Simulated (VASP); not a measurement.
Set up this calculation in VASP 6.6.1, as the native input.

```yaml
Task: relaxation of cell and atoms
Functional: PBEsol
Dispersion: D4
Potentials_or_basis: VASP PAW PBE potentials, release 64 (In_d, P)
Cutoff: 600 eV
k_mesh: 8 × 8 × 8
Occupations: fermi-dirac, width 0.05 eV
Spin: no spin polarisation
Dipole_correction: no
Further_INCAR_settings: ALGO = Normal; EDIFF = 1e-06; IBRION = 2; EDIFFG = -0.01; NSW = 80; ISIF = 3
```

The structure of InP lies in POSCAR:

```
InP
1.0
    0.0000000000      2.9305000000      2.9305000000
    2.9305000000      0.0000000000      2.9305000000
    2.9305000000      2.9305000000      0.0000000000
In P
1 1
Direct
    0.0000000000      0.0000000000      0.0000000000
    0.7500000000      0.7500000000      0.7500000000
```

The input as run:

INCAR

```
PREC     = Accurate       # precision mode
ENCUT    = 600            # plane-wave cutoff, eV
EDIFF    = 1E-6           # SCF threshold, eV
ISMEAR   = -1             # smearing method
SIGMA    = 0.05           # smearing width, eV
LREAL    = False          # projectors in reciprocal space
LASPH    = True           # aspherical terms in the spheres
NELM     = 80             # most SCF steps
ALGO     = Normal         # electronic algorithm
ISIF     = 3              # what is computed and relaxed
LWAVE    = False          # write WAVECAR
LCHARG   = False          # write CHGCAR
GGA      = PS             # functional
IVDW     = 13             # dispersion correction
IBRION   = 2              # ionic algorithm
NSW      = 80             # ionic steps
EDIFFG   = -0.01          # ionic threshold
```

KPOINTS

```
regular mesh
0
Gamma
  8 8 8
```

Potentials or basis: VASP PAW PBE potentials, release 64 (In_d, P).

Run with:

```sh
$ cat potpaw_PBE.64/In_d/POTCAR potpaw_PBE.64/P/POTCAR > POTCAR
$ mpirun -np 1 vasp_std > vasp.out
```

Results of the run:

* Relaxed volume: 24.95 Å³/atom
* Relaxed cell: a = 4.133 Å, b = 4.133 Å, c = 4.133 Å, α = 60.00°, β = 60.00°, γ = 60.00°
* Space group after relaxing (to 0.05 Å): F-43m (No. 216)
* Energy gained by relaxing: 0.4 meV/atom
* Ionic steps: 3
* Pressure after relaxing: 0.0 GPa
* Band gap on the k mesh: 0.66 eV, direct
* Dispersion energy per atom: -0.200 eV

Caveat: the PAW data sets were made with another functional, which shifts forces and pressure a little; spin-orbit coupling is left out, which moves the levels of the heavy elements.

Run time: 32 s on 1 thread of Intel(R) Xeon(R) 6975P-C (Granite Rapids), on a shared host, peak memory 0.22 GiB.
